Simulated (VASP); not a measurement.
Be, 4 atoms in the cell. It takes space group Pm (No. 6, monoclinic). Conventional cell: a = 3.747 Å, b = 2.281 Å, c = 3.747 Å, α = 90.00°, β = 90.00°, γ = 90.00°. Within 2.7 Å of Be (site symmetry m) lie 13 Be at 2.06 to 2.70 Å. Be (site symmetry m) has 13 Be at 2.15 to 2.70 Å within 2.8 Å. Be (site symmetry m) has 12 Be at 2.01 to 2.59 Å within 2.7 Å. Be (site symmetry m) has 12 Be at 2.01 to 2.59 Å within 2.7 Å. 

```yaml
Program: VASP 6.6.1
Task: single point
Functional: LDA
Potentials_or_basis: VASP PAW LDA potentials, release 64 (Be)
Cutoff: 520 eV
k_mesh: 8 × 8 × 12
Occupations: fermi-dirac, width 0.2 eV
Spin: no spin polarisation
Dipole_correction: no
Further_INCAR_settings: ALGO = Normal; EDIFF = 1e-06; NBANDS = 12
```

Potentials or basis: VASP PAW LDA potentials, release 64 (Be).

Run with:

```bash
$ cat potpaw_LDA.64/Be/POTCAR > POTCAR
$ mpirun -np 1 vasp_std > vasp.out
```

Hardware: 1 thread of Intel Xeon 8259CL, on a shared host.

Task: Estimate the wall time of this run.

Result: It took 76 s on 1 thread of Intel Xeon 8259CL, with other jobs on the host, peak memory 0.17 GiB. Counts: scf iterations 11, k points 238.
